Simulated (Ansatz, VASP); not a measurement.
## One calculation of BaZrO3, two programs

```
Ba Zr O
1.0
     4.08382    0.00000    0.00000
     0.00000    4.08382    0.00000
     0.00000    0.00000    4.08382
Ba Zr O
1 1 3
Direct
  0.00000 0.00000 0.00000
  0.50000 0.50000 0.50000
  0.00000 0.50000 0.50000
  0.50000 0.00000 0.50000
  0.50000 0.50000 0.00000
```

Alike in both runs: task single point; functional PBE; k mesh 6 × 6 × 6; no spin polarisation.

```csv
,VASP,Ansatz
version,VASP 6.6.1,Ansatz 0.2.0
potentials or method,"VASP PAW PBE potentials, release 64 (Ba_sv, Zr_sv, O), cutoff 520 eV","plane waves, PAW"
occupations,"gaussian, width 0.01 eV",fixed
valence electrons in the cell,40,40
```

|  | VASP | Ansatz | Ansatz less VASP |
| --- | --- | --- | --- |
| pressure (GPa) | 20.9 | 19.5 | -1.46 |

Neither program's run includes spin-orbit coupling.
